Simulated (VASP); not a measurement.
# As (P6_3/mmc) in VASP: relaxation of cell and atoms with PBEsol

Aim: the relaxation of cell and atoms of As with PBEsol.

Everything below comes from runs of VASP 6.6.1. Logs are shortened: lines on timing, memory, paths and dates and some standing lists are left out, and cuts for length are marked.

## Step 1: The cell of the first run

The structure is hexagonal, space group P6_3/mmc (No. 194). The conventional cell has a = 2.922 Å, b = 2.922 Å, c = 4.948 Å, α = 90.00°, β = 90.00°, γ = 120.00°. Within 3.8 Å of As (site symmetry -6m2) lie 12 As at 2.92 to 2.99 Å.

This isn't the form of As at room conditions, which is rhombohedral.

## Step 2: Relaxation of cell and atoms, PBEsol

Input file INCAR:

```
SYSTEM = As
PREC = Accurate
ENCUT = 600
EDIFF = 1E-6
ISMEAR = 0
SIGMA = 0.1
LREAL = .False.
LASPH = .True.
NELM = 80
ALGO = Normal
ISIF = 3
LWAVE = .False.
LCHARG = .False.
GGA = PS
IBRION = 2
NSW = 100
EDIFFG = -0.01
```

Input file KPOINTS:

```
regular mesh
0
Gamma
  21 21 12
  0 0 0
```

Input file POSCAR:

```
As
1.0
    2.9223230489      0.0000000000      0.0000000000
   -1.4611615244      2.5308059984      0.0000000000
    0.0000000000      0.0000000000      4.9484347426
As
2
Direct
    0.3333333333      0.6666666667      0.2500000000
    0.6666666667      0.3333333333      0.7500000000
```

Potentials or basis: VASP PAW PBE potentials, release 64 (As).

The run is started by

```console
$ cat potpaw_PBE.64/As/POTCAR > POTCAR
$ mpirun -np 1 vasp_std > vasp.out
```

OUTCAR:

```text
SYSTEM = As
   PREC = Accurate
   ENCUT = 600
   EDIFF = 1E-6
   ISMEAR = 0
   LREAL = .False.
   LASPH = .True.
   NELM = 80
   ISIF = 3
   GGA = PS
   IBRION = 2
   NSW = 100
   EDIFFG = -0.01

 ion  position               nearest neighbor table
   1  0.333  0.667  0.250-
   2  0.667  0.333  0.750-

  LATTYP: Found a hexagonal cell.
 ALAT       =     2.9223230489
 C/A-ratio  =     1.6933222850

  Lattice vectors:

 A1 = (   2.9223230489,   0.0000000000,   0.0000000000)
 A2 = (  -1.4611615244,   2.5308059984,   0.0000000000)
 A3 = (   0.0000000000,   0.0000000000,   4.9484347426)

Analysis of symmetry for initial positions (statically):
=====================================================================
 Subroutine PRICEL returns:
 Original cell was already a primitive cell.

 Routine SETGRP: Setting up the symmetry group for a
 hexagonal supercell.

 Subroutine GETGRP returns: Found 24 space group operations
 (whereof 12 operations were pure point group operations)
 out of a pool of 24 trial point group operations.

The static configuration has the point symmetry D_3d.
 The point group associated with its full space group is D_6h.

Analysis of symmetry for dynamics (positions and initial velocities):
=====================================================================
 Subroutine PRICEL returns:
 Original cell was already a primitive cell.

 Routine SETGRP: Setting up the symmetry group for a
 hexagonal supercell.

 Subroutine GETGRP returns: Found 24 space group operations
 (whereof 12 operations were pure point group operations)
 out of a pool of 24 trial point group operations.

The dynamic configuration has the point symmetry D_3d.
 The point group associated with its full space group is D_6h.

 Subroutine INISYM returns: Found 24 space group operations
 (whereof 12 operations are pure point group operations),
 and found     1 'primitive' translations

----------------------------------------------------------------------------------------

                                     Primitive cell

  volume of cell :      36.5978

  direct lattice vectors                    reciprocal lattice vectors
     2.922323049  0.000000000  0.000000000     0.342193516  0.197565519  0.000000000
    -1.461161524  2.530805998  0.000000000     0.000000000  0.395131038  0.000000000
     0.000000000  0.000000000  4.948434743     0.000000000  0.000000000  0.202084104

  length of vectors
     2.922323049  2.922323049  4.948434743     0.395131038  0.395131038  0.202084104

  position of ions in fractional coordinates (direct lattice)
     0.333333333  0.666666667  0.250000000
     0.666666667  0.333333333  0.750000000

  ion indices of the primitive-cell ions
   primitive index   ion index
                 1           1
                 2           2

----------------------------------------------------------------------------------------

 KPOINTS: regular mesh

Automatic generation of k-mesh.
 Grid dimensions read from file:
 generate k-points for:   21   21   12

 Generating k-lattice:

  Cartesian coordinates                     Fractional coordinates (reciprocal lattice)
     0.016294929  0.009407882  0.000000000     0.047619048 -0.000000000  0.000000000
     0.000000000  0.018815764  0.000000000     0.000000000  0.047619048  0.000000000
     0.000000000  0.000000000  0.016840342     0.000000000  0.000000000  0.083333333

  Length of vectors
     0.018815764  0.018815764  0.016840342

  Shift w.r.t. Gamma in fractional coordinates (k-lattice)
     0.000000000  0.000000000  0.000000000

 Subroutine IBZKPT returns following result:
 ===========================================

 Found    336 irreducible k-points:

 Following reciprocal coordinates:
            Coordinates               Weight
  0.000000  0.000000  0.000000      1.000000
  0.047619  0.000000  0.000000      6.000000
  0.095238 -0.000000  0.000000      6.000000
  0.142857  0.000000  0.000000      6.000000
  0.190476 -0.000000  0.000000      6.000000
  0.238095  0.000000  0.000000      6.000000
[... 16 lines left out ...]
  0.142857  0.095238  0.000000     12.000000
  0.190476  0.095238  0.000000     12.000000
 [... further k-points ...]
   k-points           NKPTS =    336   k-points in BZ     NKDIM =    336   number of bands    NBANDS=      9
   number of dos      NEDOS =    301   number of ions     NIONS =      2
   total plane-waves  NPLWV =  23040
   dimension x,y,z NGX =    24 NGY =   24 NGZ =   40
   dimension x,y,z NGXF=    48 NGYF=   48 NGZF=   80
   ions per type =               2
   NGX,Y,Z   is equivalent  to a cutoff of  13.65, 13.65, 13.44 a.u.
   NGXF,Y,Z  is equivalent  to a cutoff of  27.31, 27.31, 26.88 a.u.
 SYSTEM =  As
   PREC   = accura    normal or accurate (medium, high low for compatibility)
   ISTART =      0    job   : 0-new  1-cont  2-samecut
   ICHARG =      2    charge: 1-file 2-atom 10-const
   ISPIN  =      1    spin polarized calculation?
   LNONCOLLINEAR =      F non collinear calculations
   LSORBIT =      F    spin-orbit coupling
   LASPH  =      T    aspherical Exc in radial PAW
   ENCUT  =  600.0 eV  44.10 Ry    6.64 a.u.   5.84  5.84  9.88*2*pi/ulx,y,z
   NELM   =     80;   NELMIN=  2; NELMDL= -5     # of ELM steps
   EDIFF  = 0.1E-05   stopping-criterion for ELM
   LREAL  =      F    real-space projection
   EDIFFG = -.1E-01   stopping-criterion for IOM
   NSW    =    100    number of steps for IOM
   IBRION =      2    ionic relax: 0-MD 1-quasi-New 2-CG
   NFREE  =      1    steps in history (QN), initial steepest desc. (CG)
   ISIF   =      3    stress and relaxation
   ISYM   =      2    0-nonsym 1-usesym 2-fastsym
   POTIM  = 0.5000    time-step for ionic-motion
   TEBEG  =    0.0;   TEEND  =   0.0 temperature during run
   PSTRESS=    0.0 pullay stress
   NELECT =      10.0000    total number of electrons
   NUPDOWN=      -1.0000    fix difference up-down
   EMIN   =  10.00;   EMAX   =-10.00  energy-range for DOS
   EFERMI =   0.00;   METHOD = LEGACY
   ISMEAR =     0;   SIGMA  =   0.10  broadening in eV -4-tet -1-fermi 0-gaus
   EFERMI_NEDOS =   21; number of points for ismear=-14 and -15
   IALGO  =     38    algorithm
   IMIX   =      4    mixing-type and parameters
     AMIX     =   0.40;   BMIX     =  1.00
     AMIX_MAG =   1.60;   BMIX_MAG =  1.00
  volume/ion in A,a.u.               =      18.30       123.49
  Fermi-wavevector in a.u.,A,eV,Ry     =   1.062323  2.007499 15.354581  1.128530
  Thomas-Fermi vector in A             =   2.197770
   LORBIT       =      0    0 simple, 1 ext, 2 COOP (PROOUT), +10 PAW based schemes
   GGA     = PS    functional components
   LHFCALC =     F    Hartree Fock is set to
   AEXX    =    0.0000 exact exchange contribution
   IVDW    =     0    specifies the selected vdW correction
   LEPSILON=     F    determine dielectric tensor
   LRPA    =     F    only Hartree local field effects (RPA)
 conjugate gradient relaxation of ions
 non-spin polarized calculation
 Gauss-broadening in eV      SIGMA  =   0.10
  energy-cutoff  :      600.00
  volume of cell :       36.60
 maximum number of plane-waves:      1242
 NGX is ok and might be reduce to    24
   NGX = 11   NGY = 11   NGZ = 19

--------------------------------------- Ionic step        1  -------------------------------------------

 number of electron      10.0000000 magnetization

 number of electron       9.9999998 magnetization

 Free energy of the ion-electron system (eV)
  ---------------------------------------------------
  ext. energy  EPLUGINS =         0.00000000
  ---------------------------------------------------
  free energy    TOTEN  =        -9.33926803 eV

  energy without entropy =       -9.33271369  energy(sigma->0) =       -9.33599086

------------------------ aborting loop because EDIFF is reached ----------------------------------------

  FORCE on cell =-STRESS in cart. coord.  units (eV):
  Direction    XX          YY          ZZ          XY          YZ          ZX
  --------------------------------------------------------------------------------------
  -------------------------------------------------------------------------------------
  Total        0.3517442      0.3517442     -0.0876469      0.0000000      0.0000000     -0.0000000
  in kB       15.3986462     15.3986462     -3.8370047      0.0000000      0.0000000     -0.0000000
  external PRESSURE =       8.9867626 kB  Pullay stress =       0.0000000 kB

 VOLUME and BASIS-vectors are now :
 -----------------------------------------------------------------------------
  energy-cutoff  :      600.00
  volume of cell :       36.60
      direct lattice vectors                 reciprocal lattice vectors
     2.922323049  0.000000000  0.000000000     0.342193516  0.197565519  0.000000000
    -1.461161524  2.530805998  0.000000000     0.000000000  0.395131038  0.000000000
     0.000000000  0.000000000  4.948434743     0.000000000  0.000000000  0.202084104
[... 181 lines left out ...]
 POSITION                                       TOTAL-FORCE (eV/Angst)
 -----------------------------------------------------------------------------------
     -0.00000      1.70650      1.21506         0.000000      0.000000      0.000000
      1.47787      0.85325      3.64517        -0.000000     -0.000000     -0.000000
 -----------------------------------------------------------------------------------
    total drift:                               -0.000000      0.000000      0.000000

  FREE ENERGIE OF THE ION-ELECTRON SYSTEM (eV)
  ---------------------------------------------------
  free  energy   TOTEN  =        -9.3463957853 eV

  energy  without entropy=       -9.3421227337  energy(sigma->0) =       -9.34425926

--------------------------------------- Ionic step        7  -------------------------------------------

 number of electron      10.0000000 magnetization

 Free energy of the ion-electron system (eV)
  ---------------------------------------------------
  ext. energy  EPLUGINS =         0.00000000
  ---------------------------------------------------
  free energy    TOTEN  =        -9.34643216 eV

  energy without entropy =       -9.34216346  energy(sigma->0) =       -9.34429781

 E-fermi :   6.8215     XC(G=0): -11.0138

 val. band max:        6.8200850557   @ k =   0.2381   0.1905   0.0833
 cond. band min:       6.8228825497   @ k =   0.2857   0.1429   0.4167
 fundamental gap:      0.0027974939
 Fermi energy:         6.8214543365

 k-point     1 :       0.0000    0.0000    0.0000
  band No.  band energies     occupation
      1      -8.6584      2.00000
      2      -4.0921      2.00000
      3      -0.2394      2.00000
      4      11.0400      0.00000
      5      11.0400      0.00000
      6      12.7442      0.00000
      7      12.7442      0.00000
      8      12.7964      0.00000
      9      16.5053      0.00000

 k-point     2 :       0.0476    0.0000    0.0000
  band No.  band energies     occupation
      1      -8.6093      2.00000
      2      -4.0482      2.00000
      3      -0.1892      2.00000
      4      10.5151      0.00000
      5      10.8495      0.00000
      6      12.4991      0.00000
      7      12.7575      0.00000
      8      12.7864      0.00000
      9      16.8291      0.00000
[... 253 lines left out ...]
 k-point    24 :       0.1905    0.0952    0.0000
  band No.  band energies     occupation
      1      -7.2967      2.00000
      2      -2.9345      2.00000
      3       1.1454      2.00000
      4       4.9968      2.00000
      5       7.0275      0.00357
      6       9.2409      0.00000
      7      11.0551      0.00000
      8      11.1381      0.00000
      9      15.5287      0.00000

 [... further k-points ...]
[... 5 lines left out ...]
  --------------------------------------------------------------------------------------
  -------------------------------------------------------------------------------------
  Total        0.0083050      0.0083050     -0.0140659      0.0000000      0.0000000      0.0000000
  in kB        0.3611857      0.3611857     -0.6117289      0.0000000      0.0000000      0.0000000
  external PRESSURE =       0.0368809 kB  Pullay stress =       0.0000000 kB

 VOLUME and BASIS-vectors are now :
 -----------------------------------------------------------------------------
  energy-cutoff  :      600.00
  volume of cell :       36.84
      direct lattice vectors                 reciprocal lattice vectors
     2.957606451  0.000000000 -0.000000000     0.338111245  0.195208618 -0.000000000
    -1.478803225  2.561362321 -0.000000000    -0.000000000  0.390417237 -0.000000000
    -0.000000000  0.000000000  4.863041144     0.000000000  0.000000000  0.205632642

 POSITION                                       TOTAL-FORCE (eV/Angst)
 -----------------------------------------------------------------------------------
     -0.00000      1.70757      1.21576         0.000000     -0.000000      0.000000
      1.47880      0.85379      3.64728        -0.000000      0.000000     -0.000000
 -----------------------------------------------------------------------------------
    total drift:                               -0.000000      0.000000      0.000000

  FREE ENERGIE OF THE ION-ELECTRON SYSTEM (eV)
  ---------------------------------------------------
  free  energy   TOTEN  =        -9.3464321593 eV

  energy  without entropy=       -9.3421634616  energy(sigma->0) =       -9.34429781

 reached required accuracy - stopping structural energy minimisation
```

It took 4.3 min on 1 thread of Intel Xeon 8259CL, shared host; peak memory 0.28 GiB.

What came out:

- Free energy: -9.3464 eV
- Relaxed volume: 18.42 Å³/atom
- Relaxed cell: a = 2.958 Å, b = 2.958 Å, c = 4.863 Å, α = 90.00°, β = 90.00°, γ = 120.00°
- Space group after relaxing (to 0.1 Å): P6_3/mmc (No. 194)
- Energy gained by relaxing: 3.6 meV/atom
- Ionic steps: 7
- Pressure after relaxing: 0.0 GPa
- Band gap on the k mesh: zero (bands 5 and 6 overlap by 9.03 eV)

Stress tensor (GPa, compression positive):
```
 0.04  0.00  0.00
 0.00  0.04  0.00
 0.00  0.00 -0.06
```

The path:
```
step  energy change (eV)  largest force (eV/Å)  pressure (GPa)  volume (Å³)
   1              0.0000                0.0000            0.90        36.60
   2             -0.0035                0.0000           -0.61        37.14
   3             -0.0036                0.0000           -0.79        37.21
   4             -0.0062                0.0000           -0.78        37.16
   5             -0.0064                0.0000           -0.75        37.14
   6             -0.0071                0.0000            0.17        36.77
   7             -0.0072                0.0000            0.00        36.84
```

Final structure:
```xyz
2
Lattice="2.9576 0.0000 0.0000 -1.4788 2.5614 0.0000 0.0000 0.0000 4.8630" Properties=species:S:1:pos:R:3 pbc="T T T"
As    0.0000    1.7076    1.2158
As    1.4788    0.8538    3.6473
```

Levels at points of the mesh, in eV from the Fermi level:
```tsv
k point	band 2	band 3	band 4	band 5	band 6	band 7	band 8	band 9
(0.00, 0.00, 0.00)	-10.91	-7.06	4.22	4.22	5.92	5.92	5.97	9.68
(0.00, 0.00, 0.50)	-14.00	-1.10	-1.10	5.08	5.08	5.08	5.08	10.95
```

Caveat: the PAW data sets were made with another functional, which shifts forces and pressure a little.
